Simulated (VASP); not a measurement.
A run of VASP 6.6.1 is set up as follows.

The input INCAR:

```
SYSTEM = CuO
PREC = Accurate ; ENCUT = 520
EDIFF = 1E-7 ; ISMEAR = 0
SIGMA = 0.02 ; LREAL = .False.
LASPH = .True. ; NELM = 150
ALGO = Normal ; ISIF = 2
LWAVE = .False. ; LCHARG = .False.
ISPIN = 2 ; MAGMOM = 1 1 0 0
LORBIT = 11 ; LMAXMIX = 4
LDAU = .True. ; LDAUTYPE = 2
LDAUL = 2 -1 ; LDAUU = 4 0
LDAUJ = 0 0 ; LDAUPRINT = 1
GGA = PE ; NBANDS = 29
```

The input KPOINTS:

```
regular mesh
0
Gamma
  8 8 4
  0 0 0
```

POSCAR

```
CuO
1.0
    2.3416500000     -1.7104000000      0.0000000000
    2.3416500000      1.7104000000      0.0000000000
   -0.8525100000      0.0000000000      5.0580600000
Cu O
2 2
Direct
    0.0000000000      0.5000000000      0.0000000000
    0.5000000000      0.0000000000      0.5000000000
    0.5821000000      0.4179000000      0.2500000000
    0.4179000000      0.5821000000      0.7500000000
```

Potentials or basis: VASP PAW PBE potentials, release 64 (Cu, O).

Run with:

```console
$ cat potpaw_PBE.64/Cu/POTCAR potpaw_PBE.64/O/POTCAR > POTCAR
$ mpirun -np 1 vasp_std > vasp.out
```

(1) Estimate the band gap on the k mesh.

(2) Predict the net moment.

(3) Estimate the site moments.

Results:

(1) 0.01 eV (least direct gap 0.09 eV).

(2) 2.00 μB per cell.

(3) Cu +0.66; O +0.30 μB.

Caveat: the smearing spreads over this small gap; semilocal functionals underestimate gaps, and a narrow one can read as zero.
